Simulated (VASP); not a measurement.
Set up this calculation in VASP 6.6.1, as the native input.

| Property | Result |
| --- | --- |
| Task | single point |
| Functional | PBE |
| Potentials or basis | VASP PAW PBE potentials, release 64 (W_sv, Cl) |
| Cutoff | 520 eV |
| k mesh | 6 × 6 × 2 |
| Occupations | gaussian, width 0.1 eV |
| Spin | no spin polarisation |
| Dipole correction | no |
| Further INCAR settings | ALGO = Normal; EDIFF = 1e-06; NBANDS = 32 |

The structure of W2Cl3 lies in POSCAR:

```
W2Cl3
1.0
    3.5478260900      0.0000000000      0.0000000000
   -1.7739130400      3.0725075200      0.0000000000
    0.0000000000      0.0000000000     11.3530434800
W Cl
2 3
Direct
    0.0000000000      0.0000000000      0.0000000000
    0.0000000000      0.0000000000      0.5000000000
    0.3333333300      0.6666666700      0.1200000000
    0.3333333300      0.6666666700      0.6200000000
    0.6666666700      0.3333333300      0.3800000000
```

This cell differs from its parent crystal: atoms taken out.

The input as run:

INCAR

```
SYSTEM = W2Cl3
PREC = Accurate
ENCUT = 520
EDIFF = 1E-6
ISMEAR = 0
SIGMA = 0.1
LREAL = .FALSE.
LASPH = .TRUE.
NELM = 80
ALGO = Normal
ISIF = 2
LWAVE = .FALSE.
LCHARG = .TRUE.
GGA = PE
LELF = .TRUE.
LVHAR = .TRUE.
NBANDS = 32
```

KPOINTS

```
Automatic mesh
0
G
  6 6 2
  0 0 0
```

Potentials or basis: VASP PAW PBE potentials, release 64 (W_sv, Cl).

Run with:

```bash
$ cat potpaw_PBE.64/W_sv/POTCAR potpaw_PBE.64/Cl/POTCAR > POTCAR
$ mpirun -np 1 vasp_std > vasp.out
```

It gave:

```
Pressure               : -6.4 GPa
Largest force          : 1.055 eV/Å
Band gap on the k mesh : zero (an odd number of electrons rules out a gap without spin polarisation)
```

Caveat: the cell differs from its parent crystal (atoms taken out); the stress differs along the axes, from -12 to 5 GPa; spin-orbit coupling is left out, which moves the levels of the heavy elements; an odd number of electrons without spin polarisation forces a metal; a magnetic or distorted state may lie lower.

It took 62 s on 1 thread of Intel(R) Xeon(R) Platinum 8259CL CPU @ 2.50GHz (Skylake/Cascade Lake) (shared host), peak memory 0.25 GiB.
